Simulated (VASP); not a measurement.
A run of VASP 6.6.1:

File INCAR:

```
PREC     = Accurate       # precision mode
ENCUT    = 600            # plane-wave cutoff, eV
EDIFF    = 1E-6           # SCF threshold, eV
ISMEAR   = 0              # smearing method
SIGMA    = 0.1            # smearing width, eV
LREAL    = F              # projectors in reciprocal space
LASPH    = T              # aspherical terms in the spheres
NELM     = 100            # most SCF steps
ALGO     = Normal         # electronic algorithm
ISIF     = 3              # what is computed and relaxed
LWAVE    = F              # write WAVECAR
LCHARG   = F              # write CHGCAR
GGA      = PE             # functional
IBRION   = 2              # ionic algorithm
NSW      = 90             # ionic steps
EDIFFG   = -0.04          # ionic threshold
```

Contents of KPOINTS:

```
regular mesh
0
Gamma
  4 4 2
```

File POSCAR:

```
GaTe3W
1.0
    4.0753411100      0.0000000000      0.0000000000
    0.0000000000      4.0753411100      0.0000000000
    0.0000000000      0.0000000000      8.4997900700
Ga Te W
1 3 1
Direct
    0.5000000000      0.5000000000      0.0000000000
    0.0000000000      0.0000000000      0.2365506100
    0.0000000000      0.0000000000      0.7634493900
    0.5000000000      0.5000000000      0.5000000000
    0.0000000000      0.0000000000      0.0000000000
```

Potentials or basis: VASP PAW PBE potentials, release 64 (Ga_d, Te, W_sv).

Command:

```bash
$ cat potpaw_PBE.64/Ga_d/POTCAR potpaw_PBE.64/Te/POTCAR potpaw_PBE.64/W_sv/POTCAR > POTCAR
$ mpirun -np 1 vasp_std > vasp.out
```

Hardware: 1 thread of Intel(R) Xeon(R) Platinum 8259CL CPU @ 2.50GHz (Skylake/Cascade Lake), with other jobs on the host.

Task: Estimate the wall time of this run.

Result: It took 16 min on 1 thread of Intel(R) Xeon(R) Platinum 8259CL CPU @ 2.50GHz (Skylake/Cascade Lake), on a shared host, peak memory 0.35 GiB. Counts: scf iterations 248, k points 12, ion steps 16.
